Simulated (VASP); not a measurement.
Write the native input for VASP 6.6.1 that does the following.

```
Task                   : single point
Functional             : PBEsol
Potentials or basis    : VASP PAW PBE potentials, release 64 (Os)
Cutoff                 : 600 eV
k mesh                 : 9 × 9 × 9
Occupations            : gaussian, width 0.1 eV
Spin                   : no spin polarisation
Hubbard terms          : Os d U = 3.9 eV
Dipole correction      : no
Further INCAR settings : ALGO = Normal; EDIFF = 1e-06; NBANDS = 10
```

The structure of Os lies in POSCAR:

```
Os
1.0
    0.0000000000      1.9220413878      1.9220413878
    1.9220413878      0.0000000000      1.9220413878
    1.9220413878      1.9220413878      0.0000000000
Os
1
Direct
    0.0000000000      0.0000000000      0.0000000000
```

This isn't the form of Os at room conditions, which is hcp.

One way to write it, as run:

INCAR

```
PREC = Accurate
ENCUT = 600
EDIFF = 1E-6
ISMEAR = 0
SIGMA = 0.1
LREAL = False
LASPH = True
NELM = 200
ALGO = Normal
ISIF = 2
LWAVE = False
LCHARG = False
LMAXMIX = 4
LDAU = True
LDAUTYPE = 2
LDAUL = 2
LDAUU = 3.9
LDAUJ = 0
LDAUPRINT = 1
GGA = PS
NBANDS = 10
GGA_COMPAT = False
```

KPOINTS

```
Automatic mesh
0
Gamma
  9 9 9
```

Potentials or basis: VASP PAW PBE potentials, release 64 (Os).

Command:

```sh
$ cat potpaw_PBE.64/Os/POTCAR > POTCAR
$ mpirun -np 1 vasp_std > vasp.out
```

Results of the run:

- Pressure: -18.0 GPa
- Band gap on the k mesh: zero (bands 4 and 5 overlap by 3.18 eV)

Caveat: the cell stands under tension; the PAW data sets were made with another functional, which shifts forces and pressure a little; spin-orbit coupling is left out, which moves the levels of the heavy elements; U without spin polarisation on a metal has little footing; the U is typed as a test and isn't derived for this compound.

Wall time 8.9 s on 1 thread of AMD EPYC 9R45 (Zen 5), on a shared host, peak memory 0.11 GiB.
